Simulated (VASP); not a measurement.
Wanted: the native input for a VASP 6.6.1 run.

* Task: single point
* Functional: PBE
* Potentials or basis: VASP PAW PBE potentials, release 64 (Ti_sv, O)
* Cutoff: 520 eV
* k mesh: 8 × 8 × 8
* Occupations: gaussian, width 0.05 eV
* Spin: no spin polarisation
* Hubbard terms: Ti d U = 4.0 eV
* Dipole correction: no
* Further INCAR settings: ALGO = Normal; EDIFF = 1e-07; NBANDS = 33

The structure of TiO2 lies in POSCAR:

```
TiO2
1.0
   -1.9089353641      1.9455980736      4.9026782761
    1.9089353641     -1.8722726546      4.8740442457
    1.9089353641      1.8722726546     -4.8740442457
Ti O
2 4
Direct
    0.0000000000      0.0000000000      0.0000000000
    0.7500000000      0.2500000000      0.5000000000
    0.2052765759      0.2052765759      0.0000000000
    0.9552765759      0.4552765759      0.5000000000
    0.5447234241      0.0447234241      0.5000000000
    0.7947234241      0.7947234241      0.0000000000
```

This cell differs from its parent crystal: strain +0.0150 x Voigt [0, 0, 0, 1, 0, 0].

One way to write it, as run:

INCAR

```
SYSTEM = TiO2
ALGO = Normal ; EDIFF = 1E-7
ENCUT = 520 ; GGA = PE
ISIF = 2 ; ISMEAR = 0
LASPH = .TRUE. ; LCHARG = .TRUE.
LDAU = .TRUE. ; LDAUJ = 0 0
LDAUL = 2 -1 ; LDAUPRINT = 1
LDAUTYPE = 2 ; LDAUU = 4 0
LELF = .TRUE. ; LMAXMIX = 4
LREAL = .FALSE. ; LVHAR = .TRUE.
LWAVE = .FALSE. ; NBANDS = 33
NELM = 150 ; PREC = Accurate
SIGMA = 0.05
```

KPOINTS

```
k-points
0
G
  8 8 8
  0 0 0
```

Potentials or basis: VASP PAW PBE potentials, release 64 (Ti_sv, O).

Launch:

```bash
$ cat potpaw_PBE.64/Ti_sv/POTCAR potpaw_PBE.64/O/POTCAR > POTCAR
$ mpirun -np 1 vasp_std > vasp.out
```

Results of the run:

The pressure is 4.2 GPa, the largest force is 0.182 eV/Å and the band gap on the k mesh is 2.68 eV, indirect (least direct gap 2.95 eV).

Caveat: the cell differs from its parent crystal (strain +0.0150 x Voigt [0, 0, 0, 1, 0, 0]).

Run time: 7.3 min on 1 thread of AMD EPYC 9R45 96-Core Processor (Zen 5), with other jobs on the host, peak memory 0.41 GiB.
